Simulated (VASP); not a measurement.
ZnAu: single point with PBE

The system is ZnAu.

```
Zn Au
1.0
     3.07607    0.00000    0.00000
     0.00000    3.07607    0.00000
     0.00000    0.00000    3.07607
Zn Au
1 1
Direct
  0.50000 0.50000 0.50000
  0.00000 0.00000 0.00000
```

This cell differs from its parent crystal: strained.

```json
{
 "Program": "VASP 6.6.1",
 "Task": "single point",
 "Functional": "PBE",
 "Potentials or basis": "VASP PAW PBE potentials, release 64 (Zn, Au)",
 "Cutoff": "520 eV",
 "k mesh": "14 × 14 × 14",
 "Occupations": "gaussian, width 0.1 eV",
 "Spin": "no spin polarisation",
 "Dipole correction": "no",
 "Further INCAR settings": "ALGO = Fast; EDIFF = 1e-06; NBANDS = 18"
}
```

```json
{"Pressure": "16.6 GPa", "Band gap on the k mesh": "zero (an odd number of electrons rules out a gap without spin polarisation)"}
```

Levels at points of the mesh, in eV from the Fermi level:
```csv
k point,band 8,band 9,band 10,band 11,band 12,band 13,band 14,band 15,band 16,band 17
"(0.00, 0.00, 0.00)",-5.73,-3.90,-3.90,-3.90,5.07,5.07,5.07,9.72,12.60,12.60
"(0.50, 0.00, 0.00)",-5.70,-5.26,-5.26,-4.10,-2.43,10.51,11.55,11.55,11.81,11.81
"(0.50, 0.50, 0.00)",-4.25,-4.25,-3.27,-2.30,-2.30,1.07,2.90,10.75,12.90,12.90
"(0.50, 0.50, 0.50)",-6.96,-3.21,-3.21,1.58,3.81,3.81,3.81,4.02,6.23,6.23
```

Run time: 80 s on 1 thread of Intel Xeon 8259CL (shared host), peak memory 0.19 GiB.

Caveat: the cell differs from its parent crystal (strained); the cell stands under pressure; spin-orbit coupling is left out, which moves the levels of the heavy elements.
